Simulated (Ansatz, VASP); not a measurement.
## Two plane-wave programs on Rb

INCAR

```
ALGO     = Normal         # electronic algorithm
EDIFF    = 1E-6           # SCF threshold, eV
ENCUT    = 520            # plane-wave cutoff, eV
GGA      = PE             # functional
ISIF     = 2              # what is computed and relaxed
ISMEAR   = 0              # smearing method
IVDW     = 12             # dispersion correction
LASPH    = True           # aspherical terms in the spheres
LCHARG   = True           # write CHGCAR
LELF     = True           # ELF
LREAL    = False          # projectors in reciprocal space
LVHAR    = True         
LWAVE    = False          # write WAVECAR
NBANDS   = 10             # bands
NELM     = 80             # most SCF steps
PREC     = Accurate       # precision mode
SIGMA    = 0.15           # smearing width, eV
```

Contents of KPOINTS:

```
k-points
0
Gamma
  12 12 12
```

Contents of POSCAR:

```
Rb
1.0
    0.0000000000      3.9310754436      3.9310754436
    3.9310754436      0.0000000000      3.9310754436
    3.9310754436      3.9310754436      0.0000000000
Rb
1
Direct
    0.0000000000      0.0000000000      0.0000000000
```

Input for Ansatz:

```yaml
crystal:
  lattice:
    - [0.0, 3.9310754436, 3.9310754436]
    - [3.9310754436, 0.0, 3.9310754436]
    - [3.9310754436, 3.9310754436, 0.0]
  atoms:
    - { symbol: Rb, position: [0.0, 0.0, 0.0] }
basis:
  ecutwfc: 420
kpoints:
  mp_grid: { grid: [12, 12, 12] }
hamiltonian:
  xc: pbe
  dispersion: d3bj
scf:
  occupations: { method: gaussian, width: 0.15 }
output:
  forces: true
  stress: true
  eigenvalues: true
```

Change from the starting cell: strain +0.080 along x and y, +0.080 along z, atoms carried along.

Alike in both runs: task single point; functional PBE; dispersion D3(BJ); k mesh 12 × 12 × 12; occupations gaussian, width 0.15 eV; no spin polarisation.

```csv
,VASP,Ansatz
version,VASP 6.6.1,Ansatz 0.2.0
potentials or method,"VASP PAW PBE potentials, release 64 (Rb_sv), cutoff 520 eV","scalar-relativistic, plane waves, PAW"
valence electrons in the cell,9,9
```

```tsv
	VASP	Ansatz	Ansatz less VASP
gap on the k mesh at the Fermi level (eV)	none	none	-
pressure (GPa)	-0.6	-0.6	0.00
```

A gap of «none» marks a metal or a gap that the smearing closes.
